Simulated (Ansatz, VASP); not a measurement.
## GaS3: VASP beside Ansatz

The input INCAR:

```
SYSTEM = GaS3
PREC = Accurate
ENCUT = 600
EDIFF = 1E-6
ISMEAR = 0
SIGMA = 0.1
LREAL = .False.
LASPH = .True.
NELM = 80
ALGO = Normal
ISIF = 3
LWAVE = .False.
LCHARG = .False.
GGA = PE
IBRION = 2
NSW = 90
EDIFFG = -0.04
```

File KPOINTS:

```
Automatic mesh
0
Gamma
  4 4 4
  0 0 0
```

POSCAR

```
GaS3
1.0
    4.2718853251      0.0000000000      0.0000000000
    0.0000000000      4.2718853251      0.0000000000
    0.0000000000      0.0000000000      4.2279763063
Ga S
1 3
Direct
    0.0000000000      0.0000000000      0.0000000000
    0.0000000000      0.5000000000      0.5000000000
    0.5000000000      0.0000000000      0.5000000000
    0.5000000000      0.5000000000      0.0000000000
```

Input for Ansatz:

```yaml
crystal:
  lattice:
    - [4.2718853251, 0.0, 0.0]
    - [0.0, 4.2718853251, 0.0]
    - [0.0, 0.0, 4.2279763063]
  atoms:
    - { symbol: Ga, position: [0.0, 0.0, 0.0] }
    - { symbol: S, position: [0.0, 0.5, 0.5] }
    - { symbol: S, position: [0.5, 0.0, 0.5] }
    - { symbol: S, position: [0.5, 0.5, 0.0] }
basis:
  ecutwfc: 420
kpoints:
  mp_grid: { grid: [4, 4, 4] }
hamiltonian:
  xc: pbe
scf:
  occupations: { method: gaussian, width: 0.1 }
  lower_state_search: "off"
output:
  forces: true
  stress: true
  eigenvalues: true
relax:
  adjacent_minimum: "off"
  f_tol: 0.04
  max_steps: 70
  cell: { stress_tol: 0.4 }
```

Alike in both runs: task relaxation of cell and atoms; functional PBE; k mesh 4 × 4 × 4; occupations gaussian, width 0.1 eV; no spin polarisation.

```csv
,VASP,Ansatz
version,VASP 6.6.1,Ansatz 0.2.0
potentials or method,"VASP PAW PBE potentials, release 64 (Ga_d, S), cutoff 600 eV","scalar-relativistic, plane waves, PAW"
valence electrons in the cell,31,31
```

VASP gave:

```
gap on the k mesh at the Fermi level, each at its own relaxed structure (eV) : none
relaxed volume (Å³/atom)                                                     : 16.66
relaxed length of the cell vector where the two differ most in proportion (Å)              : 2.693
```

Question: What did Ansatz give for the same quantities?

Answer: gap on the k mesh at the Fermi level, each at its own relaxed structure (eV): none; relaxed volume (Å³/atom): 16.78; relaxed length of the cell vector where the two differ most in proportion (Å): 3.092.

A gap of «none» marks a metal or a gap that the smearing closes. One of these differences is far larger than is usual between the two programs; its cause wasn't traced.

The k mesh is coarse, so the values compare programs but aren't converged.
